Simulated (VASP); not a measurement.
A run of VASP 6.6.1 is set up as follows.

The input INCAR:

```
SYSTEM = Au
ALGO = Normal
EDIFF = 1E-6
ENCUT = 520
ISIF = 2
ISMEAR = -1
LASPH = .TRUE.
LCHARG = .FALSE.
LREAL = .FALSE.
LWAVE = .FALSE.
NBANDS = 30
NELM = 80
PREC = Accurate
SIGMA = 0.1
```

File KPOINTS:

```
k-points
0
G
  14 14 4
  0 0 0
```

File POSCAR:

```
Au
1.0
    2.8810145211      0.0000000000      0.0000000000
   -1.4405072605      2.4950317640      0.0000000000
    0.0000000000      0.0000000000      9.5927967096
Au
4
Direct
    0.0000000000      1.0000000000      0.0000000000
    0.0000000000      1.0000000000      0.5000000000
    0.3333333333      0.6666666667      0.2500000000
    0.6666666667      0.3333333333      0.7500000000
```

Potentials or basis: VASP PAW LDA potentials, release 64 (Au).

The run is started by

```bash
$ cat potpaw_LDA.64/Au/POTCAR > POTCAR
$ mpirun -np 1 vasp_std > vasp.out
```

(1) Predict the pressure.

(2) What does it give for the band gap on the k mesh?

## Answers

(1) -6.2 GPa.

(2) zero (bands 22 and 23 overlap by 4.80 eV).

Caveat: the cell stands under tension; spin-orbit coupling is left out, which moves the levels of the heavy elements.
